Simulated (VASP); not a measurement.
# Nb (Im-3m) in VASP: a series of runs

The runs below take Nb through single point, with PBE, PBEsol.

All numbers are computed with VASP 6.6.1; they aren't measurements. Logs are shortened: lines on timing, memory, paths and dates and some standing lists are left out, and cuts for length are marked.

### 1 The cell of the first run

The structure is cubic, space group Im-3m (No. 229). The conventional cell has a = 3.328 Å, b = 3.328 Å, c = 3.328 Å, α = 90.00°, β = 90.00°, γ = 90.00°. Within 3.8 Å of Nb (site symmetry m-3m) lie 14 Nb at 2.88 to 3.33 Å.

### 2 Single point, PBE, non-collinear spin, zero start, spin-orbit coupling

File INCAR:

```
ALGO = Normal
EDIFF = 1E-6
ENCUT = 500
GGA = PE
GGA_COMPAT = F
ISIF = 2
ISMEAR = -1
LASPH = T
LCHARG = F
LMAXMIX = 4
LNONCOLLINEAR = T
LORBIT = 11
LORBMOM = T
LREAL = F
LSORBIT = T
LWAVE = F
MAGMOM = 0 0 0
NBANDS = 24
NELM = 200
PREC = Accurate
SIGMA = 0.05
```

File KPOINTS:

```
k-points
0
Gamma
  8 8 8
```

File POSCAR:

```
Nb
1.0
   -1.6639500000      1.6639500000      1.6639500000
    1.6639500000     -1.6639500000      1.6639500000
    1.6639500000      1.6639500000     -1.6639500000
Nb
1
Direct
    0.0000000000      0.0000000000      0.0000000000
```

Potentials or basis: VASP PAW PBE potentials, release 64 (Nb_sv).

Launch:

```bash
cat potpaw_PBE.64/Nb_sv/POTCAR > POTCAR
mpirun -np 1 vasp_ncl > vasp.out
```

OUTCAR:

```text
EDIFF = 1E-6
   ENCUT = 500
   GGA = PE
   ISIF = 2
   ISMEAR = -1
   LASPH = T
   LNONCOLLINEAR = T
   LORBIT = 11
   LREAL = F
   LSORBIT = T
   NELM = 200
   PREC = Accurate

 ion  position               nearest neighbor table
   1  0.000  0.000  0.000-

  LATTYP: Found a body centered cubic cell.
 ALAT       =     3.3279000000

  Lattice vectors:

 A1 = (  -1.6639500000,   1.6639500000,   1.6639500000)
 A2 = (   1.6639500000,  -1.6639500000,   1.6639500000)
 A3 = (   1.6639500000,   1.6639500000,  -1.6639500000)

Analysis of symmetry for initial positions (statically):
=====================================================================
 Subroutine PRICEL returns:
 Original cell was already a primitive cell.

 Routine SETGRP: Setting up the symmetry group for a
 body centered cubic supercell.

 Subroutine GETGRP returns: Found 48 space group operations
 (whereof 48 operations were pure point group operations)
 out of a pool of 48 trial point group operations.

The static configuration has the point symmetry O_h .

Analysis of symmetry for dynamics (positions and initial velocities):
=====================================================================
 Subroutine PRICEL returns:
 Original cell was already a primitive cell.

 Routine SETGRP: Setting up the symmetry group for a
 body centered cubic supercell.

 Subroutine GETGRP returns: Found 48 space group operations
 (whereof 48 operations were pure point group operations)
 out of a pool of 48 trial point group operations.

The dynamic configuration has the point symmetry O_h .

Analysis of structural, dynamic, and magnetic symmetry:
=====================================================================
 Subroutine PRICEL returns:
 Original cell was already a primitive cell.

 Routine SETGRP: Setting up the symmetry group for a
 body centered cubic supercell.

 Subroutine GETGRP returns: Found 48 space group operations
 (whereof 48 operations were pure point group operations)
 out of a pool of 48 trial point group operations.

The overall configuration has the point symmetry O_h .

 Subroutine INISYM returns: Found 48 space group operations
 (whereof 48 operations are pure point group operations),
 and found     1 'primitive' translations

----------------------------------------------------------------------------------------

                                     Primitive cell

  volume of cell :      18.4281

  direct lattice vectors                    reciprocal lattice vectors
    -1.663950000  1.663950000  1.663950000     0.000000000  0.300489798  0.300489798
     1.663950000 -1.663950000  1.663950000     0.300489798  0.000000000  0.300489798
     1.663950000  1.663950000 -1.663950000     0.300489798  0.300489798  0.000000000

  length of vectors
     2.882045941  2.882045941  2.882045941     0.424956748  0.424956748  0.424956748

  position of ions in fractional coordinates (direct lattice)
     0.000000000  0.000000000  0.000000000

  ion indices of the primitive-cell ions
   primitive index   ion index
                 1           1

----------------------------------------------------------------------------------------

 KPOINTS: k-points

Automatic generation of k-mesh.
 Grid dimensions read from file:
 generate k-points for:    8    8    8

 Generating k-lattice:

  Cartesian coordinates                     Fractional coordinates (reciprocal lattice)
     0.000000000  0.037561225  0.037561225     0.125000000  0.000000000  0.000000000
     0.037561225  0.000000000  0.037561225     0.000000000  0.125000000  0.000000000
     0.037561225  0.037561225  0.000000000     0.000000000  0.000000000  0.125000000

  Length of vectors
     0.053119594  0.053119594  0.053119594

  Shift w.r.t. Gamma in fractional coordinates (k-lattice)
     0.000000000  0.000000000  0.000000000

 Subroutine IBZKPT returns following result:
 ===========================================
[... 46 lines left out ...]
   ENCUT  =  500.0 eV  36.75 Ry    6.06 a.u.   5.25  5.25  5.25*2*pi/ulx,y,z
   NELM   =    200;   NELMIN=  2; NELMDL= -5     # of ELM steps
   EDIFF  = 0.1E-05   stopping-criterion for ELM
   LREAL  =      F    real-space projection
   EDIFFG = 0.1E-04   stopping-criterion for IOM
   NSW    =      0    number of steps for IOM
   IBRION =     -1    ionic relax: 0-MD 1-quasi-New 2-CG
   NFREE  =      0    steps in history (QN), initial steepest desc. (CG)
   ISIF   =      2    stress and relaxation
   ISYM   =      2    0-nonsym 1-usesym 2-fastsym
   POTIM  = 0.5000    time-step for ionic-motion
   TEBEG  =    0.0;   TEEND  =   0.0 temperature during run
   PSTRESS=    0.0 pullay stress
   NELECT =      13.0000    total number of electrons
   NUPDOWN=      -1.0000    fix difference up-down
   EMIN   =  10.00;   EMAX   =-10.00  energy-range for DOS
   EFERMI =   0.00;   METHOD = LEGACY
   ISMEAR =    -1;   SIGMA  =   0.05  broadening in eV -4-tet -1-fermi 0-gaus
   EFERMI_NEDOS =   21; number of points for ismear=-14 and -15
   IALGO  =     38    algorithm
   IMIX   =      4    mixing-type and parameters
     AMIX     =   0.40;   BMIX     =  1.00
     AMIX_MAG =   1.60;   BMIX_MAG =  1.00
  volume/ion in A,a.u.               =      18.43       124.36
  Fermi-wavevector in a.u.,A,eV,Ry     =   1.457345  2.753983 28.896790  2.123854
  Thomas-Fermi vector in A             =   2.574157
   LORBIT       =     11    0 simple, 1 ext, 2 COOP (PROOUT), +10 PAW based schemes
   GGA     = PE    functional components
   LHFCALC =     F    Hartree Fock is set to
   AEXX    =    0.0000 exact exchange contribution
   IVDW    =     0    specifies the selected vdW correction
   LEPSILON=     F    determine dielectric tensor
   LRPA    =     F    only Hartree local field effects (RPA)
  energy-cutoff  :      500.00
  volume of cell :       18.43
 maximum number of plane-waves:       968
 NGX is ok and might be reduce to    24
   NGX = 11   NGY = 11   NGZ = 11

 number of electron      13.0000000 magnetization       0.0000000      0.0000000      0.0000000

 number of electron      12.9999999 magnetization      -0.0000000      0.0000000      0.0000000

 number of electron      12.9999999 magnetization       0.0000000     -0.0000000     -0.0000000

 Free energy of the ion-electron system (eV)
  ---------------------------------------------------
  ext. energy  EPLUGINS =         0.00000000
  ---------------------------------------------------
  free energy    TOTEN  =       -10.33344252 eV

  energy without entropy =      -10.32213837  energy(sigma->0) =      -10.32779045

 E-fermi :  10.7377     XC(G=0): -12.3859

 val. band max:       10.6718002946   @ k =  -0.2500   0.2500   0.1250
 cond. band min:      10.7536291356   @ k =   0.2500   0.0000   0.0000
 fundamental gap:      0.0818288410
 Fermi energy:        10.7377378794

 k-point     1 :       0.0000    0.0000    0.0000
  band No.  band energies     occupation
      1     -43.5612      1.00000
      2     -43.5612      1.00000
      3     -20.3410      1.00000
      4     -20.3410      1.00000
      5     -18.2035      1.00000
      6     -18.2035      1.00000
[... 637 lines left out ...]
     23      26.1552      0.00000
     24      26.1552      0.00000

 [... further k-points ...]

------------------------ aborting loop because EDIFF is reached ----------------------------------------

  FORCE on cell =-STRESS in cart. coord.  units (eV):
  Direction    XX          YY          ZZ          XY          YZ          ZX
  --------------------------------------------------------------------------------------
  -------------------------------------------------------------------------------------
  Total       -0.3098815     -0.3098815     -0.3098815      0.0000000     -0.0000000      0.0000000
  in kB      -26.9417282    -26.9417282    -26.9417282      0.0000000     -0.0000000      0.0000000
  external PRESSURE =     -26.9417282 kB  Pullay stress =       0.0000000 kB

 VOLUME and BASIS-vectors are now :
 -----------------------------------------------------------------------------
  energy-cutoff  :      500.00
  volume of cell :       18.43
      direct lattice vectors                 reciprocal lattice vectors
    -1.663950000  1.663950000  1.663950000     0.000000000  0.300489798  0.300489798
     1.663950000 -1.663950000  1.663950000     0.300489798  0.000000000  0.300489798
     1.663950000  1.663950000 -1.663950000     0.300489798  0.300489798  0.000000000

 POSITION                                       TOTAL-FORCE (eV/Angst)
 -----------------------------------------------------------------------------------
      0.00000      0.00000      0.00000         0.000000      0.000000      0.000000
 -----------------------------------------------------------------------------------
    total drift:                                0.000000      0.000000     -0.000000

  FREE ENERGIE OF THE ION-ELECTRON SYSTEM (eV)
  ---------------------------------------------------
  free  energy   TOTEN  =       -10.3334425185 eV

  energy  without entropy=      -10.3221383734  energy(sigma->0) =      -10.32779045

 orbital moment (x)

 # of ion     p       d       tot
 ----------------------------------------
  1         0.000  -0.000  -0.000
 ----------------------------------------
            0.000  -0.000  -0.000

 orbital moment (y)

 # of ion     p       d       tot
 ----------------------------------------
  1         0.000   0.000   0.000
 ----------------------------------------
            0.000   0.000   0.000

 orbital moment (z)

 # of ion     p       d       tot
 ----------------------------------------
  1         0.000   0.000   0.000
 ----------------------------------------
            0.000   0.000   0.000

 Spin-Orbit-Coupling matrix elements

 Ion:    1  E_soc:     -0.1750218
 l=   1
     0.0000000    -0.0268054    -0.0268054
    -0.0268054     0.0000000    -0.0268054
    -0.0268054    -0.0268054     0.0000000
 l=   2
     0.0000000    -0.0005839     0.0000000    -0.0005839    -0.0017809
    -0.0005839     0.0000000    -0.0013357    -0.0005839    -0.0004452
     0.0000000    -0.0013357     0.0000000    -0.0013357     0.0000000
    -0.0005839    -0.0005839    -0.0013357     0.0000000    -0.0004452
    -0.0017809    -0.0004452     0.0000000    -0.0004452     0.0000000
 l=   3
     0.0000000     0.0000000     0.0000000     0.0000000     0.0000000     0.0000000     0.0000000
     0.0000000     0.0000000     0.0000000     0.0000000     0.0000000     0.0000000     0.0000000
     0.0000000     0.0000000     0.0000000     0.0000000     0.0000000     0.0000000     0.0000000
     0.0000000     0.0000000     0.0000000     0.0000000     0.0000000     0.0000000     0.0000000
     0.0000000     0.0000000     0.0000000     0.0000000     0.0000000     0.0000000     0.0000000
     0.0000000     0.0000000     0.0000000     0.0000000     0.0000000     0.0000000     0.0000000
     0.0000000     0.0000000     0.0000000     0.0000000     0.0000000     0.0000000     0.0000000

 total charge

# of ion       s       p       d       tot
------------------------------------------
    1        2.219   5.999   2.467  10.685

 magnetization (x)

# of ion       s       p       d       tot
------------------------------------------
    1       -0.000  -0.000  -0.000  -0.000

 magnetization (y)

# of ion       s       p       d       tot
------------------------------------------
    1       -0.000   0.000   0.000  -0.000

 magnetization (z)

# of ion       s       p       d       tot
------------------------------------------
    1        0.000   0.000   0.000   0.000
```

Run time: 53 s. Hardware: 1 thread of Intel Xeon 8259CL, shared host; peak memory 0.2 GiB.

Results:

| Property | Result |
| --- | --- |
| Free energy | -10.3334 eV |
| Pressure | -2.7 GPa |
| Net moment | 0.00 μB per cell |
| Valence electrons inside the program's atomic spheres | Nb 10.69 |

Moments on the atoms (μB; x, y, z):
```
Nb  0.00 0.00 0.00
```

### 3 Single point, PBE

File INCAR:

```
SYSTEM = Nb
  PREC = Accurate
  ENCUT = 500
  EDIFF = 1E-6
  ISMEAR = -1
  SIGMA = 0.05
  LREAL = .FALSE.
  LASPH = .TRUE.
  NELM = 120
  ALGO = Normal
  ISIF = 2
  LWAVE = .FALSE.
  LCHARG = .FALSE.
  GGA = PE
  NBANDS = 12
  GGA_COMPAT = .FALSE.
```

File KPOINTS:

```
Automatic mesh
0
G
  8 8 8
  0 0 0
```

POSCAR is that of step 2.

Potentials or basis: VASP PAW PBE potentials, release 64 (Nb_sv).

Launch:

```bash
cat potpaw_PBE.64/Nb_sv/POTCAR > POTCAR
mpirun -np 1 vasp_std > vasp.out
```

Wall time 3.1 s (1 thread of Intel Xeon 6975P-C (Granite Rapids), shared host); peak memory 0.13 GiB.

Results (log left out):

| Item | Value |
| --- | --- |
| Free energy | -10.2459 eV |
| Pressure | -2.7 GPa |

Levels at points of the mesh, in eV from the Fermi level:
```
           k point  band 3  band 4  band 5  band 6  band 7  band 8  band 9  band 10
(0.00, 0.00, 0.00)  -29.64  -29.64   -5.78    0.48    0.48    0.48    3.32     3.32
(0.50, 0.00, 0.00)  -30.04  -29.66   -3.51   -1.48    2.29    3.33    3.99     6.29
(0.50, 0.50, 0.50)  -30.51  -30.51   -3.47   -3.47    5.55    5.55    5.55     9.00
```

### 4 Single point, PBEsol

File INCAR:

```
SYSTEM = Nb
ALGO     = Normal         ! electronic algorithm
EDIFF    = 1E-6           ! SCF threshold, eV
ENCUT    = 500            ! plane-wave cutoff, eV
GGA      = PS             ! functional
GGA_COMPAT= .False.      
ISIF     = 2              ! what is computed and relaxed
ISMEAR   = -1             ! smearing method
LASPH    = .True.         ! aspherical terms in the spheres
LCHARG   = .True.         ! write CHGCAR
LELF     = .True.         ! ELF
LREAL    = .False.        ! projectors in reciprocal space
LVHAR    = .True.       
LWAVE    = .False.        ! write WAVECAR
NBANDS   = 12             ! bands
NELM     = 120            ! most SCF steps
PREC     = Accurate       ! precision mode
SIGMA    = 0.05           ! smearing width, eV
```

File KPOINTS:

```
k-points
0
Gamma
  8 8 8
  0 0 0
```

POSCAR is that of step 3.

Launch:

```bash
cat potpaw_PBE.64/Nb_sv/POTCAR > POTCAR
mpirun -np 1 vasp_std > vasp.out
```

Run time: 3.3 s. Hardware: 1 thread of Intel Xeon 6975P-C (Granite Rapids), shared host; peak memory 0.13 GiB.

Results (log left out):

* Free energy: -10.9591 eV
* Pressure: -8.5 GPa

Levels at points of the mesh, in eV from the Fermi level:
| k point | band 4 | band 5 | band 6 | band 7 | band 8 | band 9 |
| --- | --- | --- | --- | --- | --- | --- |
| (0.00, 0.00, 0.00) | -29.56 | -5.80 | 0.48 | 0.48 | 0.48 | 3.32 |
| (0.50, 0.00, 0.00) | -29.57 | -3.53 | -1.48 | 2.30 | 3.34 | 4.00 |
| (0.50, 0.50, 0.50) | -30.43 | -3.48 | -3.48 | 5.59 | 5.59 | 5.59 |

Caveat: the PAW data sets were made with another functional, which shifts forces and pressure a little.

(Continued in part 2 of 2.)
